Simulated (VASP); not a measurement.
Input of a VASP 6.6.1 run:

The input INCAR:

```
SYSTEM = SnSe
PREC     = Accurate       ! precision mode
ENCUT    = 600            ! plane-wave cutoff, eV
EDIFF    = 1E-6           ! SCF threshold, eV
ISMEAR   = -1             ! smearing method
SIGMA    = 0.05           ! smearing width, eV
LREAL    = .False.        ! projectors in reciprocal space
LASPH    = .True.         ! aspherical terms in the spheres
NELM     = 80             ! most SCF steps
ALGO     = Normal         ! electronic algorithm
ISIF     = 3              ! what is computed and relaxed
LWAVE    = .False.        ! write WAVECAR
LCHARG   = .False.        ! write CHGCAR
GGA      = VW             ! functional
IBRION   = 2              ! ionic algorithm
NSW      = 60             ! ionic steps
EDIFFG   = -0.01          ! ionic threshold
```

The input KPOINTS:

```
regular mesh
0
Gamma
  3 6 6
  0 0 0
```

The input POSCAR:

```
SnSe
1.0
   11.4200000000      0.0000000000      0.0000000000
    0.0000000000      4.1900000000      0.0000000000
    0.0000000000      0.0000000000      4.4600000000
Sn Se
4 4
Direct
    0.8770000000      0.7500000000      0.9090000000
    0.6230000000      0.2500000000      0.4090000000
    0.3770000000      0.7500000000      0.5910000000
    0.1230000000      0.2500000000      0.0910000000
    0.6430000000      0.7500000000      0.9840000000
    0.8570000000      0.2500000000      0.4840000000
    0.1430000000      0.7500000000      0.5160000000
    0.3570000000      0.2500000000      0.0160000000
```

Potentials or basis: VASP PAW PBE potentials, release 64 (Sn_d, Se).

The run is started by

```bash
$ cat potpaw_PBE.64/Sn_d/POTCAR potpaw_PBE.64/Se/POTCAR > POTCAR
$ mpirun -np 1 vasp_std > vasp.out
```

(1) What does it give for the space group after relaxing (to 0.1 Å)?

(2) Estimate the band gap on the k mesh.

Results:

(1) Pnma (No. 62).

(2) 0.37 eV (least direct gap 0.49 eV).

Caveat: semilocal functionals underestimate gaps, and a narrow one can read as zero; spin-orbit coupling is left out, which moves the levels of the heavy elements.
